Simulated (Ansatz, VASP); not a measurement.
Two plane-wave programs on Mg

Contents of INCAR:

```
SYSTEM = Mg
PREC = Accurate
ENCUT = 520
EDIFF = 1E-7
ISMEAR = 0
SIGMA = 0.6
LREAL = .False.
LASPH = .True.
NELM = 80
ALGO = Normal
ISIF = 2
LWAVE = .False.
LCHARG = .True.
GGA = PE
LELF = .True.
LVHAR = .True.
NBANDS = 9
```

The input KPOINTS:

```
regular mesh
0
Gamma
  11 11 6
  0 0 0
```

The input POSCAR:

```
Mg
1.0
    3.1953117277      0.0000000000      0.0000000000
   -1.5976558638      2.7672211292      0.0000000000
    0.0000000000      0.0000000000      5.1879445283
Mg
2
Direct
    0.3333333333      0.6666666667      0.2500000000
    0.6666666667      0.3333333333      0.7500000000
```

Input for Ansatz:

```yaml
crystal:
  lattice:
    - [3.1953117277, 0.0, 0.0]
    - [-1.5976558638, 2.7672211292, 0.0]
    - [0.0, 0.0, 5.1879445283]
  atoms:
    - { symbol: Mg, position: [0.3333333333, 0.6666666667, 0.25] }
    - { symbol: Mg, position: [0.6666666667, 0.3333333333, 0.75] }
hamiltonian:
  xc: pbe
  pseudopotentials:
    kind: paw
    azcp:
      Mg: "pseudopotentials/Mg.paw.azcp"
basis:
  ecutwfc: 420
  fft_grid_basis: typed
kpoints:
  mp_grid: { grid: [11, 11, 6], shift: [0, 0, 0] }
magnetization:
  spin_polarized: false
scf:
  occupations: { method: gaussian, width: 0.6 }
  lower_state_search: "off"
output:
  stress: true
```

Alike in both runs: task single point; functional PBE; k mesh 11 × 11 × 6; occupations gaussian, width 0.6 eV; no spin polarisation.

|  | VASP | Ansatz |
| --- | --- | --- |
| version | VASP 6.6.1 | Ansatz 0.2.0 |
| potentials or method | VASP PAW PBE potentials, release 64 (Mg), cutoff 520 eV | plane waves (420 eV) with PAW, scalar-relativistic |
| valence electrons in the cell | 4 | 20 |

Ansatz gave:

| Property | Result |
| --- | --- |
| pressure (GPa) | 0.2 |

What did VASP give for the same quantities?

Pressure (GPa): 0.1.

VASP's potentials hold 4 valence electrons a cell and Ansatz's 20, so a difference there can come from the potentials and not from the codes.
